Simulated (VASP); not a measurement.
# Ir: relaxation of volume and atoms at fixed shape with LDA

Crystal: Ir.

```
CELL_PARAMETERS angstrom
0.00000 1.91560 1.91560
1.91560 0.00000 1.91560
1.91560 1.91560 0.00000
ATOMIC_POSITIONS crystal
Ir 0.00000 0.00000 0.00000
```

```json
{
 "Program": "VASP 6.6.1",
 "Task": "relaxation of volume and atoms at fixed shape",
 "Functional": "LDA",
 "Potentials or basis": "VASP PAW LDA potentials, release 64 (Ir)",
 "Cutoff": "600 eV",
 "k mesh": "21 × 21 × 21",
 "Occupations": "methfessel-paxton, width 0.05 eV",
 "Spin": "no spin polarisation",
 "Dipole correction": "no",
 "Further INCAR settings": "ALGO = Normal; EDIFF = 1e-07; IBRION = 2; EDIFFG = -0.01; NSW = 80; ISIF = 8"
}
```

| Item | Value |
| --- | --- |
| Relaxed volume | 13.93 Å³/atom |
| Relaxed cell | a = 2.701 Å, b = 2.701 Å, c = 2.701 Å, α = 60.00°, β = 60.00°, γ = 60.00° |
| Space group after relaxing (to 0.1 Å) | Fm-3m (No. 225) |
| Energy gained by relaxing | 1.5 meV/atom |
| Ionic steps | 3 |
| Pressure after relaxing | -0.1 GPa |
| Band gap on the k mesh | zero (an odd number of electrons rules out a gap without spin polarisation) |

The path:
```
step  energy change (eV)  largest force (eV/Å)  pressure (GPa)  volume (Å³)
   1              0.0000                0.0000           -3.68        14.06
   2              0.0245                0.0000           16.78        13.41
   3             -0.0015                0.0000           -0.07        13.93
```

Final structure:
```
CELL_PARAMETERS angstrom
0.00000 1.90977 1.90977
1.90977 0.00000 1.90977
1.90977 1.90977 0.00000
ATOMIC_POSITIONS crystal
Ir 0.00000 0.00000 0.00000
```

Levels at points of the mesh, in eV from the Fermi level:
```
           k point  band 2  band 3  band 4  band 5  band 6  band 7
(0.00, 0.00, 0.00)   -4.03   -4.03   -4.03   -1.24   -1.24   14.29
```

Run time: 35 s on 1 thread of Intel(R) Xeon(R) Platinum 8488C (Sapphire Rapids), with other jobs on the host, peak memory 0.19 GiB.

Caveat: spin-orbit coupling is left out, which moves the levels of the heavy elements. Zero-point motion and thermal expansion aren't in these numbers.
